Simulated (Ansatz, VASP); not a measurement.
# GaN: VASP beside Ansatz

```
CELL_PARAMETERS angstrom
0.00000 2.19716 2.30984
2.19716 0.00000 2.30984
2.19716 2.19716 0.00000
ATOMIC_POSITIONS crystal
Ga 0.00000 0.00000 0.00000
N 0.75000 0.75000 0.75000
```

Change from the starting cell: strain -0.025 along x and y, +0.025 along z, atoms carried along.

Alike in both runs: task single point; functional r2SCAN; k mesh 10 × 10 × 10; occupations gaussian, width 0.05 eV; no spin polarisation.

|  | VASP | Ansatz |
| --- | --- | --- |
| version | VASP 6.6.1 | Ansatz 0.2.0 |
| potentials or method | VASP PAW PBE potentials, release 64 (Ga_d, N), cutoff 520 eV | scalar-relativistic, plane waves, PAW |
| valence electrons in the cell | 18 | 18 |

Ansatz gave:

* gap on the k mesh at the Fermi level (eV): 2.21
* least direct gap on the mesh (eV): 2.21
* pressure (GPa): 3.9
* traceless stress, the component that is largest in VASP (GPa): -4.90

Question: Which values does VASP return?

Answer: gap on the k mesh at the Fermi level (eV): 2.20; least direct gap on the mesh (eV): 2.20; pressure (GPa): 5.1; traceless stress, the component that is largest in VASP (GPa): -4.79.

VASP's potentials were made for PBE, not for r2SCAN. With one functional, cell and mesh, what is left measures potentials, basis and numerics.
